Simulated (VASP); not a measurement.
# GaN (F-43m) in VASP: further runs

GaN is run at these levels: PBE+D3(BJ); tasks: single point.

Everything below comes from runs of VASP 6.6.1. Logs are shortened: lines on timing, memory, paths and dates and some standing lists are left out, and cuts for length are marked.

### 1 The cell of the first run

It takes space group F-43m (No. 216, cubic). Conventional cell: a = 4.507 Å, b = 4.507 Å, c = 4.507 Å, α = 90.00°, β = 90.00°, γ = 90.00°. Ga (site symmetry -43m) has 4 N at 1.95 Å within 2.6 Å. Within 2.6 Å of N (site symmetry -43m) lie 4 Ga at 1.95 Å.

### 2 Single point, PBE+D3(BJ)

The input, INCAR:

```
  PREC = Accurate
  ENCUT = 520
  EDIFF = 1E-7
  ISMEAR = 0
  SIGMA = 0.01
  LREAL = False
  LASPH = True
  NELM = 80
  ALGO = Normal
  ISIF = 2
  LWAVE = False
  LCHARG = True
  GGA = PE
  IVDW = 12
  LELF = True
  LVHAR = True
  NBANDS = 16
```

The input, KPOINTS:

```
Automatic mesh
0
Gamma
  3 3 3
```

The input, POSCAR:

```
GaN
1.0
    0.0000000000      2.2535010000      2.2535010000
    2.2535010000      0.0000000000      2.2535010000
    2.2535010000      2.2535010000      0.0000000000
Ga N
1 1
Direct
    0.0000000000      0.0000000000      0.0000000000
    0.7500000000      0.7500000000      0.7500000000
```

Potentials or basis: VASP PAW PBE potentials, release 64 (Ga_d, N).

Launch:

```
> cat potpaw_PBE.64/Ga_d/POTCAR potpaw_PBE.64/N/POTCAR > POTCAR
> mpirun -np 1 vasp_std > vasp.out
```

OUTCAR:

```text
PREC = Accurate
   ENCUT = 520
   EDIFF = 1E-7
   ISMEAR = 0
   LREAL = False
   LASPH = True
   NELM = 80
   ISIF = 2
   GGA = PE
   IVDW = 12
 IVDW          = 12

 ion  position               nearest neighbor table
   1  0.000  0.000  0.000-   2 1.95   2 1.95   2 1.95   2 1.95
   2  0.750  0.750  0.750-   1 1.95   1 1.95   1 1.95   1 1.95

  LATTYP: Found a face centered cubic cell.
 ALAT       =     4.5070020000

  Lattice vectors:

 A1 = (   0.0000000000,   2.2535010000,   2.2535010000)
 A2 = (   2.2535010000,   0.0000000000,   2.2535010000)
 A3 = (   2.2535010000,   2.2535010000,   0.0000000000)

Analysis of symmetry for initial positions (statically):
=====================================================================
 Subroutine PRICEL returns:
 Original cell was already a primitive cell.

 Routine SETGRP: Setting up the symmetry group for a
 face centered cubic supercell.

 Subroutine GETGRP returns: Found 24 space group operations
 (whereof 24 operations were pure point group operations)
 out of a pool of 48 trial point group operations.

The static configuration has the point symmetry T_d .

Analysis of symmetry for dynamics (positions and initial velocities):
=====================================================================
 Subroutine PRICEL returns:
 Original cell was already a primitive cell.

 Routine SETGRP: Setting up the symmetry group for a
 face centered cubic supercell.

 Subroutine GETGRP returns: Found 24 space group operations
 (whereof 24 operations were pure point group operations)
 out of a pool of 48 trial point group operations.

The dynamic configuration has the point symmetry T_d .

 Subroutine INISYM returns: Found 24 space group operations
 (whereof 24 operations are pure point group operations),
 and found     1 'primitive' translations

----------------------------------------------------------------------------------------

                                     Primitive cell

  volume of cell :      22.8878

  direct lattice vectors                    reciprocal lattice vectors
     0.000000000  2.253501000  2.253501000    -0.221876982  0.221876982  0.221876982
     2.253501000  0.000000000  2.253501000     0.221876982 -0.221876982  0.221876982
     2.253501000  2.253501000  0.000000000     0.221876982  0.221876982 -0.221876982

  length of vectors
     3.186931677  3.186931677  3.186931677     0.384302205  0.384302205  0.384302205

  position of ions in fractional coordinates (direct lattice)
     0.000000000  0.000000000  0.000000000
     0.750000000  0.750000000  0.750000000

  ion indices of the primitive-cell ions
   primitive index   ion index
                 1           1
                 2           2

----------------------------------------------------------------------------------------

 KPOINTS: Automatic mesh

Automatic generation of k-mesh.
 Grid dimensions read from file:
 generate k-points for:    3    3    3

 Generating k-lattice:

  Cartesian coordinates                     Fractional coordinates (reciprocal lattice)
    -0.073958994  0.073958994  0.073958994     0.333333333  0.000000000  0.000000000
     0.073958994 -0.073958994  0.073958994     0.000000000  0.333333333  0.000000000
     0.073958994  0.073958994 -0.073958994     0.000000000  0.000000000  0.333333333

  Length of vectors
     0.128100735  0.128100735  0.128100735

  Shift w.r.t. Gamma in fractional coordinates (k-lattice)
     0.000000000  0.000000000  0.000000000

 Subroutine IBZKPT returns following result:
 ===========================================

 Found      4 irreducible k-points:

 Following reciprocal coordinates:
            Coordinates               Weight
  0.000000  0.000000  0.000000      1.000000
  0.333333  0.000000  0.000000      8.000000
  0.333333  0.333333  0.000000      6.000000
 -0.333333  0.333333  0.000000     12.000000
   k-points           NKPTS =      4   k-points in BZ     NKDIM =      4   number of bands    NBANDS=     16
   number of dos      NEDOS =    301   number of ions     NIONS =      2
   total plane-waves  NPLWV =  13824
   dimension x,y,z NGX =    24 NGY =   24 NGZ =   24
   dimension x,y,z NGXF=    48 NGYF=   48 NGZF=   48
   ions per type =               1   1
   NGX,Y,Z   is equivalent  to a cutoff of  12.52, 12.52, 12.52 a.u.
   NGXF,Y,Z  is equivalent  to a cutoff of  25.04, 25.04, 25.04 a.u.
 SYSTEM =  unknown system
   PREC   = accura    normal or accurate (medium, high low for compatibility)
   ISTART =      0    job   : 0-new  1-cont  2-samecut
   ICHARG =      2    charge: 1-file 2-atom 10-const
   ISPIN  =      1    spin polarized calculation?
   LNONCOLLINEAR =      F non collinear calculations
   LSORBIT =      F    spin-orbit coupling
   LASPH  =      T    aspherical Exc in radial PAW
   ENCUT  =  520.0 eV  38.22 Ry    6.18 a.u.   5.93  5.93  5.93*2*pi/ulx,y,z
   NELM   =     80;   NELMIN=  2; NELMDL= -5     # of ELM steps
   EDIFF  = 0.1E-06   stopping-criterion for ELM
   LREAL  =      F    real-space projection
   EDIFFG = 0.1E-05   stopping-criterion for IOM
   NSW    =      0    number of steps for IOM
   IBRION =     -1    ionic relax: 0-MD 1-quasi-New 2-CG
   NFREE  =      0    steps in history (QN), initial steepest desc. (CG)
   ISIF   =      2    stress and relaxation
   ISYM   =      2    0-nonsym 1-usesym 2-fastsym
   POTIM  = 0.5000    time-step for ionic-motion
   TEBEG  =    0.0;   TEEND  =   0.0 temperature during run
   PSTRESS=    0.0 pullay stress
   NELECT =      18.0000    total number of electrons
   NUPDOWN=      -1.0000    fix difference up-down
   EMIN   =  10.00;   EMAX   =-10.00  energy-range for DOS
   EFERMI =   0.00;   METHOD = LEGACY
   ISMEAR =     0;   SIGMA  =   0.01  broadening in eV -4-tet -1-fermi 0-gaus
   EFERMI_NEDOS =   21; number of points for ismear=-14 and -15
   IALGO  =     38    algorithm
   IMIX   =      4    mixing-type and parameters
     AMIX     =   0.40;   BMIX     =  1.00
     AMIX_MAG =   1.60;   BMIX_MAG =  1.00
  volume/ion in A,a.u.               =      11.44        77.23
  Fermi-wavevector in a.u.,A,eV,Ry     =   1.511116  2.855596 31.068532  2.283473
  Thomas-Fermi vector in A             =   2.621216
   LORBIT       =      0    0 simple, 1 ext, 2 COOP (PROOUT), +10 PAW based schemes
   GGA     = PE    functional components
   LHFCALC =     F    Hartree Fock is set to
   AEXX    =    0.0000 exact exchange contribution
   IVDW    =    12    specifies the selected vdW correction
   LEPSILON=     F    determine dielectric tensor
   LRPA    =     F    only Hartree local field effects (RPA)
 non-spin polarized calculation
 Gauss-broadening in eV      SIGMA  =   0.01
  energy-cutoff  :      520.00
  volume of cell :       22.89
 maximum number of plane-waves:       624
   NGX = 11   NGY = 11   NGZ = 11

 number of electron      18.0000004 magnetization

 Free energy of the ion-electron system (eV)
  ---------------------------------------------------
  ext. energy  EPLUGINS =         0.00000000
  ---------------------------------------------------
  free energy    TOTEN  =       -11.84736014 eV

  energy without entropy =      -11.84736014  energy(sigma->0) =      -11.84736014

 E-fermi :   5.4964     XC(G=0): -11.6285

 val. band max:        5.4469378350   @ k =   0.0000   0.0000   0.0000
 cond. band min:       7.1031239340   @ k =   0.0000   0.0000   0.0000
 fundamental gap:      1.6561860989
 Fermi energy:         5.4963697073

 k-point     1 :       0.0000    0.0000    0.0000
  band No.  band energies     occupation
      1     -10.5323      2.00000
      2      -8.1644      2.00000
      3      -8.1644      2.00000
      4      -8.1644      2.00000
      5      -7.8515      2.00000
      6      -7.8515      2.00000
      7       5.4469      2.00000
      8       5.4469      2.00000
      9       5.4469      2.00000
     10       7.1031      0.00000
     11      15.5983      0.00000
     12      15.5983      0.00000
     13      15.5983      0.00000
     14      22.9388      0.00000
     15      24.1591      0.00000
     16      24.1591      0.00000

 k-point     2 :       0.3333    0.0000    0.0000
  band No.  band energies     occupation
      1      -9.7932      2.00000
      2      -8.0866      2.00000
      3      -8.0866      2.00000
      4      -7.8303      2.00000
      5      -7.8303      2.00000
      6      -7.3445      2.00000
      7       0.0188      2.00000
      8       4.6834      2.00000
      9       4.6834      2.00000
     10       9.8261      0.00000
     11      14.0283      0.00000
     12      15.9384      0.00000
     13      15.9384      0.00000
     14      20.9649      0.00000
     15      22.9883      0.00000
     16      22.9883      0.00000

 k-point     3 :       0.3333    0.3333    0.0000
  band No.  band energies     occupation
      1      -9.6222      2.00000
      2      -8.0350      2.00000
      3      -7.9463      2.00000
      4      -7.9463      2.00000
      5      -7.7940      2.00000
      6      -7.0913      2.00000
      7       0.7259      2.00000
      8       3.2950      2.00000
      9       3.2950      2.00000
     10       9.5768      0.00000
     11      12.3063      0.00000
     12      16.5358      0.00000
     13      18.2560      0.00000
     14      18.2560      0.00000
     15      27.7633      0.00000
     16      27.8243      0.00000

 k-point     4 :      -0.3333    0.3333    0.0000
  band No.  band energies     occupation
      1      -9.5235      2.00000
      2      -8.0558      2.00000
      3      -7.9436      2.00000
      4      -7.8957      2.00000
      5      -7.8329      2.00000
      6      -6.0347      2.00000
      7      -0.4886      2.00000
      8       1.0796      2.00000
      9       3.6047      2.00000
     10      11.0643      0.00000
     11      13.2373      0.00000
     12      15.8831      0.00000
     13      17.6179      0.00000
     14      19.9549      0.00000
     15      24.2512      0.00000
     16      28.1998      0.00000

------------------------ aborting loop because EDIFF is reached ----------------------------------------

 Edisp (eV)   -0.50821

 E8    (eV) :    -0.2062

  FORCE on cell =-STRESS in cart. coord.  units (eV):
  Direction    XX          YY          ZZ          XY          YZ          ZX
  --------------------------------------------------------------------------------------
  -------------------------------------------------------------------------------------
  Total       0.24489     0.24489     0.24489     0.00000     0.00000    -0.00000
  in kB      17.14293    17.14293    17.14293     0.00000     0.00000    -0.00000
  external pressure =       17.14 kB  Pullay stress =        0.00 kB

 VOLUME and BASIS-vectors are now :
 -----------------------------------------------------------------------------
  energy-cutoff  :      520.00
  volume of cell :       22.89
      direct lattice vectors                 reciprocal lattice vectors
     0.000000000  2.253501000  2.253501000    -0.221876982  0.221876982  0.221876982
     2.253501000  0.000000000  2.253501000     0.221876982 -0.221876982  0.221876982
     2.253501000  2.253501000  0.000000000     0.221876982  0.221876982 -0.221876982

 POSITION                                       TOTAL-FORCE (eV/Angst)
 -----------------------------------------------------------------------------------
      0.00000      0.00000      0.00000         0.000000      0.000000      0.000000
      3.38025      3.38025      3.38025        -0.000000     -0.000000     -0.000000
 -----------------------------------------------------------------------------------
    total drift:                               -0.000002     -0.000002     -0.000001

  FREE ENERGIE OF THE ION-ELECTRON SYSTEM (eV)
  ---------------------------------------------------
  free  energy   TOTEN  =       -12.3555671244 eV

  energy  without entropy=      -12.3555671244  energy(sigma->0) =      -12.35556712
```

It took 3.6 s on 1 thread of Intel Xeon Platinum 8488C (Sapphire Rapids), shared host; peak memory 0.14 GiB.

Results:

```
Free energy                : -12.3556 eV
Pressure                   : 1.7 GPa
Band gap on the k mesh     : 1.66 eV
Dispersion energy per atom : -0.254 eV
```

Caveat: the k points lie up to 0.80 Å⁻¹ apart.

### 3 Single point, PBE+D3(BJ)

The input, INCAR:

```
ALGO = Normal
EDIFF = 1E-6
ENCUT = 520
GGA = PE
ISIF = 2
ISMEAR = 0
IVDW = 12
LASPH = T
LCHARG = F
LREAL = F
LWAVE = F
NBANDS = 16
NELM = 80
PREC = Accurate
SIGMA = 0.01
```

The input, KPOINTS:

```
k-points
0
Gamma
  5 5 5
```

POSCAR is that of step 2.

Potentials or basis: VASP PAW PBE potentials, release 64 (Ga_d, N).

Launch:

```
> cat potpaw_PBE.64/Ga_d/POTCAR potpaw_PBE.64/N/POTCAR > POTCAR
> mpirun -np 1 vasp_std > vasp.out
```

OUTCAR:

```text
EDIFF = 1E-6
   ENCUT = 520
   GGA = PE
   ISIF = 2
   ISMEAR = 0
   IVDW = 12
   LASPH = T
   LREAL = F
   NELM = 80
   PREC = Accurate
 IVDW          = 12

 ion  position               nearest neighbor table
   1  0.000  0.000  0.000-   2 1.95   2 1.95   2 1.95   2 1.95
   2  0.750  0.750  0.750-   1 1.95   1 1.95   1 1.95   1 1.95

  LATTYP: Found a face centered cubic cell.
 ALAT       =     4.5070020000

  Lattice vectors:

 A1 = (   0.0000000000,   2.2535010000,   2.2535010000)
 A2 = (   2.2535010000,   0.0000000000,   2.2535010000)
 A3 = (   2.2535010000,   2.2535010000,   0.0000000000)

Analysis of symmetry for initial positions (statically):
=====================================================================
 Subroutine PRICEL returns:
 Original cell was already a primitive cell.

 Routine SETGRP: Setting up the symmetry group for a
 face centered cubic supercell.

 Subroutine GETGRP returns: Found 24 space group operations
 (whereof 24 operations were pure point group operations)
 out of a pool of 48 trial point group operations.

The static configuration has the point symmetry T_d .

Analysis of symmetry for dynamics (positions and initial velocities):
=====================================================================
 Subroutine PRICEL returns:
 Original cell was already a primitive cell.

 Routine SETGRP: Setting up the symmetry group for a
 face centered cubic supercell.

 Subroutine GETGRP returns: Found 24 space group operations
 (whereof 24 operations were pure point group operations)
 out of a pool of 48 trial point group operations.

The dynamic configuration has the point symmetry T_d .

 Subroutine INISYM returns: Found 24 space group operations
 (whereof 24 operations are pure point group operations),
 and found     1 'primitive' translations

----------------------------------------------------------------------------------------
[... 95 lines left out ...]
   IALGO  =     38    algorithm
   IMIX   =      4    mixing-type and parameters
     AMIX     =   0.40;   BMIX     =  1.00
     AMIX_MAG =   1.60;   BMIX_MAG =  1.00
  volume/ion in A,a.u.               =      11.44        77.23
  Fermi-wavevector in a.u.,A,eV,Ry     =   1.511116  2.855596 31.068532  2.283473
  Thomas-Fermi vector in A             =   2.621216
   LORBIT       =      0    0 simple, 1 ext, 2 COOP (PROOUT), +10 PAW based schemes
   GGA     = PE    functional components
   LHFCALC =     F    Hartree Fock is set to
   AEXX    =    0.0000 exact exchange contribution
   IVDW    =    12    specifies the selected vdW correction
   LEPSILON=     F    determine dielectric tensor
   LRPA    =     F    only Hartree local field effects (RPA)
 non-spin polarized calculation
 Gauss-broadening in eV      SIGMA  =   0.01
  energy-cutoff  :      520.00
  volume of cell :       22.89
 maximum number of plane-waves:       629
   NGX = 11   NGY = 11   NGZ = 11

 number of electron      18.0000004 magnetization

 Free energy of the ion-electron system (eV)
  ---------------------------------------------------
  ext. energy  EPLUGINS =         0.00000000
  ---------------------------------------------------
  free energy    TOTEN  =       -12.12729309 eV

  energy without entropy =      -12.12729309  energy(sigma->0) =      -12.12729309

 E-fermi :   5.3721     XC(G=0): -11.6635

 val. band max:        5.2960427681   @ k =   0.0000   0.0000   0.0000
 cond. band min:       7.0143198530   @ k =   0.0000   0.0000   0.0000
 fundamental gap:      1.7182770849
 Fermi energy:         5.3720731221

 k-point     1 :       0.0000    0.0000    0.0000
  band No.  band energies     occupation
      1     -10.6415      2.00000
      2      -8.1602      2.00000
      3      -8.1602      2.00000
      4      -8.1602      2.00000
      5      -7.8411      2.00000
      6      -7.8411      2.00000
[... 167 lines left out ...]
      3      -7.9874      2.00000
      4      -7.8642      2.00000
      5      -7.8131      2.00000
      6      -6.1797      2.00000
[... 8 lines left out ...]
     15      24.7501      0.00000
     16      28.4081      0.00000

------------------------ aborting loop because EDIFF is reached ----------------------------------------

 Edisp (eV)   -0.50821

 E8    (eV) :    -0.2062

  FORCE on cell =-STRESS in cart. coord.  units (eV):
  Direction    XX          YY          ZZ          XY          YZ          ZX
  --------------------------------------------------------------------------------------
  -------------------------------------------------------------------------------------
  Total       0.18975     0.18975     0.18975    -0.00000     0.00000     0.00000
  in kB      13.28287    13.28287    13.28287    -0.00000     0.00000     0.00000
  external pressure =       13.28 kB  Pullay stress =        0.00 kB

 VOLUME and BASIS-vectors are now :
 -----------------------------------------------------------------------------
  energy-cutoff  :      520.00
  volume of cell :       22.89
      direct lattice vectors                 reciprocal lattice vectors
     0.000000000  2.253501000  2.253501000    -0.221876982  0.221876982  0.221876982
     2.253501000  0.000000000  2.253501000     0.221876982 -0.221876982  0.221876982
     2.253501000  2.253501000  0.000000000     0.221876982  0.221876982 -0.221876982

 POSITION                                       TOTAL-FORCE (eV/Angst)
 -----------------------------------------------------------------------------------
      0.00000      0.00000      0.00000        -0.000000     -0.000000     -0.000000
      3.38025      3.38025      3.38025         0.000000      0.000000      0.000000
 -----------------------------------------------------------------------------------
    total drift:                               -0.000002     -0.000002     -0.000002

  FREE ENERGIE OF THE ION-ELECTRON SYSTEM (eV)
  ---------------------------------------------------
  free  energy   TOTEN  =       -12.6355000769 eV

  energy  without entropy=      -12.6355000769  energy(sigma->0) =      -12.63550008
```

OSZICAR:

```text
N       E                     dE             d eps       ncg     rms          rms(c)
DAV:   1     0.748216342290E+02    0.74822E+02   -0.93357E+03   376   0.199E+03
DAV:   2    -0.917256031781E+01   -0.83994E+02   -0.79780E+02   368   0.314E+02
DAV:   3    -0.140881116584E+02   -0.49156E+01   -0.48974E+01   384   0.660E+01
DAV:   4    -0.141396376483E+02   -0.51526E-01   -0.51524E-01   392   0.708E+00
DAV:   5    -0.141402474402E+02   -0.60979E-03   -0.60979E-03   400   0.652E-01    0.773E+00
DAV:   6    -0.121259868644E+02    0.20143E+01   -0.49626E+00   480   0.398E+01    0.268E+00
DAV:   7    -0.121347365290E+02   -0.87497E-02   -0.32125E-01   328   0.653E+00    0.177E+00
DAV:   8    -0.121310277847E+02    0.37087E-02   -0.56375E-02   376   0.326E+00    0.766E-01
DAV:   9    -0.121270377361E+02    0.39900E-02   -0.14309E-02   472   0.276E+00    0.192E-01
DAV:  10    -0.121273884647E+02   -0.35073E-03   -0.15844E-03   384   0.578E-01    0.897E-02
DAV:  11    -0.121272874113E+02    0.10105E-03   -0.30812E-04   464   0.270E-01    0.107E-02
DAV:  12    -0.121272933577E+02   -0.59463E-05   -0.31415E-05   344   0.557E-02    0.111E-02
DAV:  13    -0.121272930915E+02    0.26619E-06   -0.83678E-07   296   0.134E-02
   1 F= -.12635500E+02 E0= -.12635500E+02  d E =-.106321E-28
```

Run time: 3.9 s. Hardware: 1 thread of Intel Xeon Platinum 8488C (Sapphire Rapids), shared host; peak memory 0.14 GiB.

Results:

* Free energy: -12.6355 eV
* Pressure: 1.3 GPa
* Band gap on the k mesh: 1.72 eV
* Dispersion energy per atom: -0.254 eV

Caveat: the k points lie up to 0.48 Å⁻¹ apart.
